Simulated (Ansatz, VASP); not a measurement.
**Hf4Cl3 in VASP and in Ansatz**

```
CELL_PARAMETERS angstrom
5.71252 0.00000 0.00000
-2.85626 4.94719 0.00000
0.00000 0.00000 11.69875
ATOMIC_POSITIONS crystal
Hf 0.50000 0.00000 0.00000
Hf 0.00000 0.50000 0.00000
Hf 0.50000 0.50000 0.00000
Hf 0.00000 0.00000 0.50000
Cl 0.00000 0.00000 0.30114
Cl 0.00000 0.00000 0.69886
Cl 0.00000 0.00000 0.00000
```

Alike in both runs: functional PBE; k mesh 5 × 5 × 2; occupations gaussian, width 0.2 eV; no spin polarisation.

Ansatz relaxed the structure, and its values are those at the end. VASP's run is a single point on that final structure, the one shown.

|  | VASP | Ansatz |
| --- | --- | --- |
| version | VASP 6.6.1 | Ansatz 0.2.0 |
| potentials or method | VASP PAW PBE potentials, release 64 (Hf_pv, Cl), cutoff 500 eV | scalar-relativistic, plane waves, PAW |
| valence electrons in the cell | 61 | 125 |

```csv
,VASP,Ansatz,Ansatz less VASP
gap on the k mesh at the Fermi level (eV),none,none,-
pressure (GPa),-0.3,-0.1,+0.19
rms of the force components (eV/Å),0.035,0.007,-0.0273
```

A gap of «none» marks a metal or a gap that the smearing closes. With one functional, cell and mesh, what is left measures potentials, basis and numerics. VASP's potentials hold 61 valence electrons a cell and Ansatz's 125, so a difference there can come from the potentials and not from the codes.

Neither program's run includes spin-orbit coupling.
